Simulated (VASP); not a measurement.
# CaO (Fm-3m) in VASP: a series of runs, part 2 of 2

VASP 6.6.1. The steps go on from the part before.

## 5. Single point, PBE

Contents of INCAR:

```
SYSTEM = CaO
ALGO     = Normal         ! electronic algorithm
EDIFF    = 1E-6           ! SCF threshold, eV
ENCUT    = 600            ! plane-wave cutoff, eV
GGA      = PE             ! functional
GGA_COMPAT= .False.      
ISIF     = 2              ! what is computed and relaxed
ISMEAR   = -1             ! smearing method
LASPH    = .True.         ! aspherical terms in the spheres
LCHARG   = .False.        ! write CHGCAR
LREAL    = .False.        ! projectors in reciprocal space
LWAVE    = .False.        ! write WAVECAR
NBANDS   = 15             ! bands
NELM     = 120            ! most SCF steps
PREC     = Accurate       ! precision mode
SIGMA    = 0.01           ! smearing width, eV
```

Contents of KPOINTS:

```
k-points
0
Gamma
  8 8 8
  0 0 0
```

Contents of POSCAR:

```
CaO
1.0
    0.0000000000      2.4570000000      2.4570000000
    2.4570000000      0.0000000000      2.4570000000
    2.4570000000      2.4570000000      0.0000000000
Ca O
1 1
Direct
    0.0000000000      0.0000000000      0.0000000000
    0.5000000000      0.5000000000      0.5000000000
```

Potentials or basis: VASP PAW PBE potentials, release 64 (Ca_sv, O).

Started as:

```
> cat potpaw_PBE.64/Ca_sv/POTCAR potpaw_PBE.64/O/POTCAR > POTCAR
> mpirun -np 1 vasp_std > vasp.out
```

OUTCAR:

```text
SYSTEM = CaO
   EDIFF = 1E-6
   ENCUT = 600
   GGA = PE
   ISIF = 2
   ISMEAR = -1
   LASPH = .True.
   LREAL = .False.
   NELM = 120
   PREC = Accurate

 ion  position               nearest neighbor table
   1  0.000  0.000  0.000-   2 2.46   2 2.46   2 2.46   2 2.46   2 2.46   2 2.46
   2  0.500  0.500  0.500-   1 2.46   1 2.46   1 2.46   1 2.46   1 2.46   1 2.46

  LATTYP: Found a face centered cubic cell.
 ALAT       =     4.9140000000

  Lattice vectors:

 A1 = (   0.0000000000,   2.4570000000,   2.4570000000)
 A2 = (   2.4570000000,   0.0000000000,   2.4570000000)
 A3 = (   2.4570000000,   2.4570000000,   0.0000000000)

Analysis of symmetry for initial positions (statically):
=====================================================================
 Subroutine PRICEL returns:
 Original cell was already a primitive cell.

 Routine SETGRP: Setting up the symmetry group for a
 face centered cubic supercell.

 Subroutine GETGRP returns: Found 48 space group operations
 (whereof 48 operations were pure point group operations)
 out of a pool of 48 trial point group operations.

The static configuration has the point symmetry O_h .

Analysis of symmetry for dynamics (positions and initial velocities):
[... 165 lines left out ...]
 k-point     1 :       0.0000    0.0000    0.0000
  band No.  band energies     occupation
      1     -35.9307      2.00000
      2     -16.7368      2.00000
      3     -16.7368      2.00000
      4     -16.7368      2.00000
      5     -13.4197      2.00000
      6       1.9863      2.00000
      7       1.9863      2.00000
      8       1.9863      2.00000
      9       6.1817      0.00000
     10       8.0419      0.00000
     11       8.0419      0.00000
     12       8.0419      0.00000
     13       9.4334      0.00000
     14       9.4334      0.00000
[... 401 lines left out ...]
      2     -17.4108      2.00000
      3     -16.9272      2.00000
      4     -16.8374      2.00000
      5     -12.6855      2.00000
      6       0.0384      2.00000
      7       0.9227      2.00000
      8       1.0205      2.00000
      9       8.4718      0.00000
     10       8.5469      0.00000
     11      10.3545      0.00000
     12      10.4302      0.00000
     13      11.6702      0.00000
     14      13.2681      0.00000
     15      14.9602      0.00000

 [... further k-points ...]
[... 5 lines left out ...]
  --------------------------------------------------------------------------------------
  -------------------------------------------------------------------------------------
  Total       -0.8338859     -0.8338859     -0.8338859     -0.0000000      0.0000000      0.0000000
  in kB      -45.0372356    -45.0372356    -45.0372356     -0.0000000      0.0000000      0.0000000
  external PRESSURE =     -45.0372356 kB  Pullay stress =       0.0000000 kB

 VOLUME and BASIS-vectors are now :
 -----------------------------------------------------------------------------
  energy-cutoff  :      600.00
  volume of cell :       29.67
      direct lattice vectors                 reciprocal lattice vectors
     0.000000000  2.457000000  2.457000000    -0.203500204  0.203500204  0.203500204
     2.457000000  0.000000000  2.457000000     0.203500204 -0.203500204  0.203500204
     2.457000000  2.457000000  0.000000000     0.203500204  0.203500204 -0.203500204

 POSITION                                       TOTAL-FORCE (eV/Angst)
 -----------------------------------------------------------------------------------
      0.00000      0.00000      0.00000        -0.000000      0.000000     -0.000000
      2.45700      2.45700      2.45700         0.000000     -0.000000      0.000000
 -----------------------------------------------------------------------------------
    total drift:                                0.000000      0.000000      0.000000

  FREE ENERGIE OF THE ION-ELECTRON SYSTEM (eV)
  ---------------------------------------------------
  free  energy   TOTEN  =       -12.7900300984 eV

  energy  without entropy=      -12.7900300984  energy(sigma->0) =      -12.79003010
```

OSZICAR:

```text
N       E                     dE             d eps       ncg     rms          rms(c)
DAV:   1     0.133889158680E+03    0.13389E+03   -0.90076E+03   870   0.121E+03
DAV:   2    -0.838516656040E+01   -0.14227E+03   -0.13291E+03  1094   0.306E+02
DAV:   3    -0.142956490518E+02   -0.59105E+01   -0.58685E+01  1039   0.632E+01
DAV:   4    -0.145008201023E+02   -0.20517E+00   -0.20504E+00  1281   0.978E+00
DAV:   5    -0.145022031862E+02   -0.13831E-02   -0.13831E-02  1011   0.841E-01    0.856E+00
DAV:   6    -0.128852106590E+02    0.16170E+01   -0.54162E+00   941   0.218E+01    0.381E+00
DAV:   7    -0.127936512907E+02    0.91559E-01   -0.43407E-01   940   0.666E+00    0.183E+00
DAV:   8    -0.127905378878E+02    0.31134E-02   -0.80121E-02  1087   0.308E+00    0.410E-01
DAV:   9    -0.127893247956E+02    0.12131E-02   -0.42360E-03   912   0.542E-01    0.117E-01
DAV:  10    -0.127900559584E+02   -0.73116E-03   -0.82709E-04  1010   0.253E-01    0.538E-02
DAV:  11    -0.127900296004E+02    0.26358E-04   -0.46534E-05  1131   0.843E-02    0.584E-03
DAV:  12    -0.127900300984E+02   -0.49798E-06   -0.92987E-06   968   0.264E-02
   1 F= -.12790030E+02 E0= -.12790030E+02  d E =-.139102E-11
```

Wall time 6.7 s (1 thread of Intel Xeon 6975P-C (Granite Rapids), shared host); peak memory 0.16 GiB.

Results:

```yaml
Free_energy: -12.7900 eV
Pressure: -4.5 GPa
Band_gap_on_the_k_mesh: 3.64 eV, indirect (least direct gap 4.03 eV)
```

Levels at points of the mesh, in eV from the valence-band top:
```csv
k point,band 4,band 5,band 6,band 7,band 8,band 9,band 10,band 11,band 12,band 13
"(0.00, 0.00, 0.00)",-18.72,-15.41,0.00,0.00,0.00,4.20,6.06,6.06,6.06,7.45
"(0.50, 0.00, 0.00)",-18.77,-14.46,-2.49,-1.08,-1.08,6.74,7.99,7.99,8.00,9.88
"(0.50, 0.50, 0.00)",-18.90,-15.17,-1.32,-0.38,-0.38,3.64,7.56,8.51,9.09,9.09
```

A k mesh can miss the band edges. A hybrid or GW would open this gap; PBE tends to underestimate it.

## 6. The runs side by side

| smearing | gap on the mesh (eV) | pressure (GPa) |
| --- | --- | --- |
| fermi-dirac 0.05 eV | 3.64 | -4.5 |
| gaussian 0.01 eV | 3.64 | -4.5 |
| fermi-dirac 0.01 eV | 3.64 | -4.5 |

Alike in all rows: task single point; level PBE; potentials or basis VASP PAW PBE potentials, release 64 (Ca_sv, O); no spin polarisation; cell as given; k mesh 8 × 8 × 8; cutoff (eV) 600.

On the cell as given the gap runs from 3.64 eV (PBE) to 3.64 eV (PBE).

Total energies depend on the potentials used, so only differences within one code and one set of settings carry meaning.
